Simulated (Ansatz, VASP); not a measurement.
**Two plane-wave programs on W2O3F3**

```
CELL_PARAMETERS angstrom
-3.71630 0.00000 0.00000
0.00000 3.71630 3.71630
0.00000 3.71630 -3.71630
ATOMIC_POSITIONS crystal
W 0.00000 0.00000 0.00000
W 0.00000 0.50000 0.50000
F 0.00000 0.25000 0.75000
F 0.00000 0.25000 0.25000
F 0.50000 0.00000 0.00000
O 0.00000 0.75000 0.25000
O 0.00000 0.75000 0.75000
O 0.50000 0.50000 0.50000
```

Alike in both runs: task relaxation of cell and atoms; functional PBE; k mesh 6 × 4 × 4; occupations gaussian, width 0.1 eV; no spin polarisation.

|  | VASP | Ansatz |
| --- | --- | --- |
| version | VASP 6.6.1 | Ansatz 0.2.0 |
| potentials or method | VASP PAW PBE potentials, release 64 (W_sv, F, O), cutoff 600 eV | scalar-relativistic, plane waves, PAW |
| valence electrons in the cell | 67 | 67 |

|  | VASP | Ansatz | Ansatz less VASP |
| --- | --- | --- | --- |
| gap on the k mesh at the Fermi level, each at its own relaxed structure (eV) | none | none | - |
| relaxed volume (Å³/atom) | 15.28 | 15.13 | -0.150 |
| relaxed cell length with the largest relative difference (Å) | 5.574 | 5.552 | -0.0212 |

A gap of «none» marks a metal or a gap that the smearing closes.

Spin-orbit coupling is off throughout. Noted on VASP's run: the volume moved by over 15 % at a fixed basis, so the end points are rough.
